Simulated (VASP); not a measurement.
Runs of VASP 6.6.1 on LiCl. The structure is that of space group Fm-3m (No. 225), or close to it. The cells are those of the table. 

```tsv
level	cell	smearing	gap on the mesh (eV)
PBE	a = 3.798 Å, angles 60.0°, 2 atoms	fermi-dirac 0.02 eV	(b)
r2SCAN	a = 3.673 Å, angles 58.9°, 2 atoms	gaussian 0.01 eV	7.15
r2SCAN	a = 3.616 Å, angles 61.3°, 2 atoms	gaussian 0.01 eV	7.06
r2SCAN	a = 3.798 Å, angles 60.0°, 2 atoms	gaussian 0.01 eV	(a)
PBE	a = 3.616 Å, angles 61.3°, 2 atoms	fermi-dirac 0.02 eV	6.11
```

Alike in all rows: task single point; potentials or basis VASP PAW PBE potentials, release 64 (Li_sv, Cl); no spin polarisation; k mesh 8 × 8 × 8; cutoff (eV) 520.

Estimate the missing entries.

(a) 6.55; (b) 5.62.

A k mesh can miss the band edges.
